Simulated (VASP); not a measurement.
**LiTmH4: relaxation of cell and atoms with PBE**

The system is LiTmH4.

```
Li Tm H
1.0
     2.97492   -1.71746   -0.00824
     2.97492    1.71746   -0.00824
    -1.96913    0.00000    5.28002
Li Tm H
1 1 4
Direct
  0.03166 0.96834 0.00000
  0.53167 0.46833 0.50000
  0.15767 0.09430 0.37796
  0.90570 0.84233 0.62204
  0.30169 0.23827 0.80991
  0.76173 0.69831 0.19009
```

The cell was generated, and may not be a known phase.

* Program: VASP 6.6.1
* Task: relaxation of cell and atoms
* Functional: PBE
* Potentials or basis: VASP PAW PBE potentials, release 64 (Li_sv, Tm_3, H), 4f in core
* Cutoff: 750 eV
* k mesh: 12 × 12 × 12
* Occupations: gaussian, width 0.01 eV
* Spin: no spin polarisation
* Dipole correction: no
* Further INCAR settings: ALGO = Normal; EDIFF = 1e-07; IBRION = 2; EDIFFG = -0.01; NSW = 100; ISIF = 3

| Property | Result |
| --- | --- |
| Relaxed volume | 9.04 Å³/atom |
| Relaxed cell | a = 3.446 Å, b = 3.446 Å, c = 5.638 Å, α = 107.80°, β = 107.80°, γ = 60.00° |
| Space group after relaxing (to 0.1 Å) | R-3m (No. 166) |
| Energy gained by relaxing | 0.1 meV/atom |
| Ionic steps | 3 |
| Pressure after relaxing | -0.1 GPa |
| Largest force after relaxing | 0.010 eV/Å |
| Band gap on the k mesh | 0.09 eV (least direct gap 1.40 eV) |

Forces on the atoms (eV/Å):
```
Li   0.000  0.000  0.000
Tm   0.000  0.000  0.000
H    0.000  0.000 -0.010
H    0.000  0.000  0.010
H    0.000  0.000 -0.007
H    0.000  0.000  0.007
```

Step by step:
```tsv
step	energy change (eV)	largest force (eV/Å)	pressure (GPa)	volume (Å³)
1	0.0000	0.0279	0.49	53.90
2	-0.0007	0.0165	0.13	54.11
3	-0.0008	0.0095	-0.09	54.24
```

Final structure:
```
Li Tm H
1.0
     2.98432   -1.72288   -0.00827
     2.98432    1.72288   -0.00827
    -1.97542    0.00000    5.28034
Li Tm H
1 1 4
Direct
  0.03166 0.96834 0.00000
  0.53167 0.46833 0.50000
  0.15753 0.09417 0.37755
  0.90583 0.84247 0.62245
  0.30163 0.23822 0.80975
  0.76178 0.69837 0.19025
```

Levels at points of the mesh, in eV from the valence-band top:
```tsv
k point	band 5	band 6	band 7	band 8	band 9	band 10	band 11	band 12
(0.00, 0.00, 0.00)	-9.32	-4.81	-4.00	0.00	1.40	1.40	3.96	3.96
(0.50, 0.00, 0.00)	-6.12	-5.25	-4.96	-1.39	0.09	2.30	3.06	4.68
(0.50, 0.50, 0.00)	-6.05	-5.19	-4.44	-3.07	1.07	2.87	3.89	5.48
(0.00, 0.00, 0.50)	-8.98	-6.42	-1.54	-0.75	1.35	1.35	3.72	4.04
(0.50, 0.00, 0.50)	-6.05	-5.19	-4.44	-3.07	1.07	2.87	3.90	5.48
(0.50, 0.50, 0.50)	-6.12	-5.25	-4.96	-1.39	0.09	2.30	3.06	4.68
```

It took 2.6 min on 4 MPI ranks on Intel(R) Xeon(R) 6975P-C (Granite Rapids) (shared host), peak memory 0.72 GiB a rank.

Caveat: spin-orbit coupling is left out, which moves the levels of the heavy elements; the 4f electrons are frozen in the core, so they carry no moment and show no levels. Spin polarisation is off, so any magnetic state and its effect on volume and gap are missing.
